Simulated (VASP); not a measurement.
# Te2Mo in VASP: single point with PBEsol

Aim: the single point of Te2Mo with PBEsol.

All numbers are computed with VASP 6.6.1; they aren't measurements. Logs are shortened: lines on timing, memory, paths and dates and some standing lists are left out, and cuts for length are marked.

## 1. The cell of the first run

The cell holds a slab with vacuum, 9 atoms: a = 3.562 Å, b = 3.562 Å, c = 31.563 Å, α = 90.00°, β = 90.00°, γ = 120.00°.

## 2. Single point, PBEsol

The input, INCAR:

```
PREC = Accurate ; ENCUT = 520
EDIFF = 1E-6 ; ISMEAR = 0
SIGMA = 0.1 ; LREAL = False
LASPH = True ; NELM = 60
ALGO = Normal ; ISIF = 2
LWAVE = False ; LCHARG = False
GGA = PS ; NBANDS = 49
```

The input, KPOINTS:

```
Automatic mesh
0
Gamma
  7 7 1
```

The input, POSCAR:

```
Te2Mo
1.0
    3.5624190000      0.0000000000      0.0000000000
   -1.7812090000      3.0851450000      0.0000000000
    0.0000000000      0.0000000000     31.5632660000
Te Mo
6 3
Direct
    0.0000000000      0.0000000000      0.9432380000
    0.3333330000      0.6666670000      0.7110140000
    0.3333330000      0.6666670000      0.1755960000
    0.3333330000      0.6666670000      0.8244040000
    0.3333330000      0.6666670000      0.2889860000
    0.0000000000      0.0000000000      0.0567620000
    0.0000000000      0.0000000000      0.7676940000
    0.0000000000      0.0000000000      0.2323060000
    0.3333330000      0.6666670000      0.0000000000
```

Potentials or basis: VASP PAW PBE potentials, release 64 (Te, Mo_sv).

Started as:

```bash
cat potpaw_PBE.64/Te/POTCAR potpaw_PBE.64/Mo_sv/POTCAR > POTCAR
mpirun -np 1 vasp_std > vasp.out
```

OUTCAR:

```text
PREC = Accurate
   ENCUT = 520
   EDIFF = 1E-6
   ISMEAR = 0
   LREAL = False
   LASPH = True
   NELM = 60
   ISIF = 2
   GGA = PS

 ion  position               nearest neighbor table
   1  0.000  0.000  0.943-   9 2.73   9 2.73   9 2.73   6 3.58
   2  0.333  0.667  0.711-   7 2.73   7 2.73   7 2.73   4 3.58
   3  0.333  0.667  0.176-   8 2.73   8 2.73   8 2.73   5 3.58
   4  0.333  0.667  0.824-   7 2.73   7 2.73   7 2.73   2 3.58
   5  0.333  0.667  0.289-   8 2.73   8 2.73   8 2.73   3 3.58
   6  0.000  0.000  0.057-   9 2.73   9 2.73   9 2.73   1 3.58
   7  0.000  0.000  0.768-   2 2.73   2 2.73   2 2.73   4 2.73   4 2.73   4 2.73
   8  0.000  0.000  0.232-   5 2.73   5 2.73   5 2.73   3 2.73   3 2.73   3 2.73
   9  0.333  0.667  0.000-   1 2.73   6 2.73   1 2.73   6 2.73   1 2.73   6 2.73

  LATTYP: Found a hexagonal cell.
 ALAT       =     3.5624190000
 C/A-ratio  =     8.8600655903

  Lattice vectors:

 A1 = (   3.5624190000,   0.0000000000,   0.0000000000)
 A2 = (  -1.7812090000,   3.0851450000,   0.0000000000)
 A3 = (   0.0000000000,   0.0000000000,  31.5632660000)

Analysis of symmetry for initial positions (statically):
=====================================================================
 Subroutine PRICEL returns:
 Original cell was already a primitive cell.

 Routine SETGRP: Setting up the symmetry group for a
 hexagonal supercell.

 Subroutine GETGRP returns: Found 12 space group operations
 (whereof 12 operations were pure point group operations)
 out of a pool of 24 trial point group operations.

The static configuration has the point symmetry D_3h.

Analysis of symmetry for dynamics (positions and initial velocities):
=====================================================================
 Subroutine PRICEL returns:
 Original cell was already a primitive cell.

 Routine SETGRP: Setting up the symmetry group for a
 hexagonal supercell.

 Subroutine GETGRP returns: Found 12 space group operations
 (whereof 12 operations were pure point group operations)
 out of a pool of 24 trial point group operations.

The dynamic configuration has the point symmetry D_3h.

 Subroutine INISYM returns: Found 12 space group operations
 (whereof 12 operations are pure point group operations),
 and found     1 'primitive' translations

----------------------------------------------------------------------------------------

                                     Primitive cell

  volume of cell :     346.8986

  direct lattice vectors                    reciprocal lattice vectors
     3.562419000  0.000000000  0.000000000     0.280708137  0.162066891  0.000000000
    -1.781209000  3.085145000  0.000000000     0.000000000  0.324133874  0.000000000
     0.000000000  0.000000000 31.563266000     0.000000000  0.000000000  0.031682399

  length of vectors
     3.562419000  3.562418444 31.563266000     0.324133823  0.324133874  0.031682399

  position of ions in fractional coordinates (direct lattice)
     0.000000000  0.000000000  0.943238000
     0.333333000  0.666667000  0.711014000
     0.333333000  0.666667000  0.175596000
     0.333333000  0.666667000  0.824404000
     0.333333000  0.666667000  0.288986000
     0.000000000  0.000000000  0.056762000
     0.000000000  0.000000000  0.767694000
     0.000000000  0.000000000  0.232306000
     0.333333000  0.666667000  0.000000000

  ion indices of the primitive-cell ions
   primitive index   ion index
                 1           1
                 2           2
                 3           3
                 4           4
                 5           5
                 6           6
                 7           7
                 8           8
                 9           9

----------------------------------------------------------------------------------------

 KPOINTS: Automatic mesh

Automatic generation of k-mesh.
 Grid dimensions read from file:
 generate k-points for:    7    7    1

 Generating k-lattice:

  Cartesian coordinates                     Fractional coordinates (reciprocal lattice)
     0.040101162  0.023152413  0.000000000     0.142857143 -0.000000000  0.000000000
     0.000000000  0.046304839  0.000000000     0.000000000  0.142857143  0.000000000
     0.000000000  0.000000000  0.031682399     0.000000000  0.000000000  1.000000000

  Length of vectors
     0.046304832  0.046304839  0.031682399

  Shift w.r.t. Gamma in fractional coordinates (k-lattice)
     0.000000000  0.000000000  0.000000000

 Subroutine IBZKPT returns following result:
 ===========================================

 Found      8 irreducible k-points:

 Following reciprocal coordinates:
            Coordinates               Weight
  0.000000  0.000000  0.000000      1.000000
  0.142857  0.000000  0.000000      6.000000
  0.285714  0.000000  0.000000      6.000000
  0.428571  0.000000  0.000000      6.000000
  0.142857  0.142857  0.000000      6.000000
  0.285714  0.142857  0.000000     12.000000
  0.428571  0.142857  0.000000      6.000000
  0.285714  0.285714  0.000000      6.000000
   k-points           NKPTS =      8   k-points in BZ     NKDIM =      8   number of bands    NBANDS=     49
   number of dos      NEDOS =    301   number of ions     NIONS =      9
   total plane-waves  NPLWV = 188160
   dimension x,y,z NGX =    28 NGY =   28 NGZ =  240
   dimension x,y,z NGXF=    56 NGYF=   56 NGZF=  480
   ions per type =               6   3
   NGX,Y,Z   is equivalent  to a cutoff of  13.07, 13.07, 12.64 a.u.
   NGXF,Y,Z  is equivalent  to a cutoff of  26.13, 26.13, 25.28 a.u.
 SYSTEM =  unknown system
   PREC   = accura    normal or accurate (medium, high low for compatibility)
   ISTART =      0    job   : 0-new  1-cont  2-samecut
   ICHARG =      2    charge: 1-file 2-atom 10-const
   ISPIN  =      1    spin polarized calculation?
   LNONCOLLINEAR =      F non collinear calculations
   LSORBIT =      F    spin-orbit coupling
   LASPH  =      T    aspherical Exc in radial PAW
   ENCUT  =  520.0 eV  38.22 Ry    6.18 a.u.   6.62  6.62 58.69*2*pi/ulx,y,z
   NELM   =     60;   NELMIN=  2; NELMDL= -5     # of ELM steps
   EDIFF  = 0.1E-05   stopping-criterion for ELM
   LREAL  =      F    real-space projection
   EDIFFG = 0.1E-04   stopping-criterion for IOM
   NSW    =      0    number of steps for IOM
   IBRION =     -1    ionic relax: 0-MD 1-quasi-New 2-CG
   NFREE  =      0    steps in history (QN), initial steepest desc. (CG)
   ISIF   =      2    stress and relaxation
   ISYM   =      2    0-nonsym 1-usesym 2-fastsym
   POTIM  = 0.5000    time-step for ionic-motion
   TEBEG  =    0.0;   TEEND  =   0.0 temperature during run
   PSTRESS=    0.0 pullay stress
   NELECT =      78.0000    total number of electrons
   NUPDOWN=      -1.0000    fix difference up-down
   EMIN   =  10.00;   EMAX   =-10.00  energy-range for DOS
   EFERMI =   0.00;   METHOD = LEGACY
   ISMEAR =     0;   SIGMA  =   0.10  broadening in eV -4-tet -1-fermi 0-gaus
   EFERMI_NEDOS =   21; number of points for ismear=-14 and -15
   IALGO  =     38    algorithm
   IMIX   =      4    mixing-type and parameters
     AMIX     =   0.40;   BMIX     =  1.00
     AMIX_MAG =   1.60;   BMIX_MAG =  1.00
  volume/ion in A,a.u.               =      38.54       260.11
  Fermi-wavevector in a.u.,A,eV,Ry     =   0.995494  1.881212 13.483500  0.991009
  Thomas-Fermi vector in A             =   2.127518
   LORBIT       =      0    0 simple, 1 ext, 2 COOP (PROOUT), +10 PAW based schemes
   GGA     = PS    functional components
   LHFCALC =     F    Hartree Fock is set to
   AEXX    =    0.0000 exact exchange contribution
   IVDW    =     0    specifies the selected vdW correction
   LEPSILON=     F    determine dielectric tensor
   LRPA    =     F    only Hartree local field effects (RPA)
 non-spin polarized calculation
 Gauss-broadening in eV      SIGMA  =   0.10
  energy-cutoff  :      520.00
  volume of cell :      346.90
 maximum number of plane-waves:      9465
 NGX is ok and might be reduce to    28
   NGX = 13   NGY = 13   NGZ =117

 number of electron      78.0000001 magnetization

 Free energy of the ion-electron system (eV)
  ---------------------------------------------------
  ext. energy  EPLUGINS =         0.00000000
  ---------------------------------------------------
  free energy    TOTEN  =       -58.89008447 eV

  energy without entropy =      -58.89008447  energy(sigma->0) =      -58.89008447

 E-fermi :   3.8205     XC(G=0):  -7.3479

 val. band max:        3.3529902541   @ k =   0.0000   0.0000   0.0000
 cond. band min:       4.4812211668   @ k =   0.2857   0.1429   0.0000
 fundamental gap:      1.1282309127
 Fermi energy:         3.8204739724

 k-point     1 :       0.0000    0.0000    0.0000
  band No.  band energies     occupation
      1     -57.2732      2.00000
      2     -57.2732      2.00000
      3     -57.2728      2.00000
      4     -31.4438      2.00000
      5     -31.4438      2.00000
      6     -31.4431      2.00000
[... 41 lines left out ...]
     48       6.6670      0.00000
     49       6.6822      0.00000

 k-point     2 :       0.1429    0.0000    0.0000
  band No.  band energies     occupation
      1     -57.2717      2.00000
      2     -57.2717      2.00000
      3     -57.2712      2.00000
      4     -31.4390      2.00000
      5     -31.4390      2.00000
      6     -31.4383      2.00000
[... 41 lines left out ...]
     48       6.1871      0.00000
     49       6.5454      0.00000

 k-point     3 :       0.2857    0.0000    0.0000
  band No.  band energies     occupation
      1     -57.2681      2.00000
      2     -57.2681      2.00000
      3     -57.2677      2.00000
      4     -31.4282      2.00000
      5     -31.4282      2.00000
      6     -31.4275      2.00000
[... 249 lines left out ...]
     48       6.1302      0.00000
     49       6.5694      0.00000

 k-point     8 :       0.2857    0.2857    0.0000
  band No.  band energies     occupation
      1     -57.2642      2.00000
      2     -57.2642      2.00000
      3     -57.2638      2.00000
      4     -31.4412      2.00000
      5     -31.4412      2.00000
      6     -31.4400      2.00000
[... 41 lines left out ...]
     48       5.6261      0.00000
     49       6.9374      0.00000

------------------------ aborting loop because EDIFF is reached ----------------------------------------

  FORCE on cell =-STRESS in cart. coord.  units (eV):
  Direction    XX          YY          ZZ          XY          YZ          ZX
  --------------------------------------------------------------------------------------
  -------------------------------------------------------------------------------------
  Total       -4.8163907     -4.8163896     -2.1562870     -0.0000008      0.0000000     -0.0000000
  in kB      -22.2448652    -22.2448601     -9.9589748     -0.0000036      0.0000000     -0.0000000
  external PRESSURE =     -18.1495667 kB  Pullay stress =       0.0000000 kB

 VOLUME and BASIS-vectors are now :
 -----------------------------------------------------------------------------
  energy-cutoff  :      520.00
  volume of cell :      346.90
      direct lattice vectors                 reciprocal lattice vectors
     3.562419000  0.000000000  0.000000000     0.280708137  0.162066891  0.000000000
    -1.781209000  3.085145000  0.000000000     0.000000000  0.324133874  0.000000000
     0.000000000  0.000000000 31.563266000     0.000000000  0.000000000  0.031682399

 POSITION                                       TOTAL-FORCE (eV/Angst)
 -----------------------------------------------------------------------------------
      0.00000      0.00000     29.77167         0.000000     -0.000000      0.096599
     -0.00000      2.05676     22.44192         0.000000     -0.000000      0.148761
     -0.00000      2.05676      5.54238        -0.000000     -0.000000      0.069651
     -0.00000      2.05676     26.02088        -0.000000     -0.000000     -0.069651
     -0.00000      2.05676      9.12134         0.000000     -0.000000     -0.148761
      0.00000      0.00000      1.79159         0.000000     -0.000000     -0.096599
      0.00000      0.00000     24.23093         0.000000     -0.000000     -0.011204
      0.00000      0.00000      7.33234         0.000000     -0.000000      0.011204
     -0.00000      2.05676      0.00000        -0.000000      0.000000      0.000000
 -----------------------------------------------------------------------------------
    total drift:                                0.005371     -0.003114      0.000000

  FREE ENERGIE OF THE ION-ELECTRON SYSTEM (eV)
  ---------------------------------------------------
  free  energy   TOTEN  =       -58.8900844712 eV

  energy  without entropy=      -58.8900844712  energy(sigma->0) =      -58.89008447
```

Wall time 8.2 min (1 thread of Intel Xeon 8259CL, shared host); peak memory 0.51 GiB.

What came out:

```yaml
Free_energy: -58.8901 eV
Largest_force: 0.149 eV/Å
Band_gap_on_the_k_mesh: 1.13 eV (least direct gap 1.30 eV)
```

Forces in eV/Å, atoms in the order of the input:
```
Te   0.000  0.000  0.097
Te   0.000  0.000  0.149
Te   0.000  0.000  0.070
Te   0.000  0.000 -0.070
Te   0.000  0.000 -0.149
Te   0.000  0.000 -0.097
Mo   0.000  0.000 -0.011
Mo   0.000  0.000  0.011
Mo   0.000  0.000  0.000
```

Caveat: the PAW data sets were made with another functional, which shifts forces and pressure a little; spin-orbit coupling is left out, which moves the levels of the heavy elements.
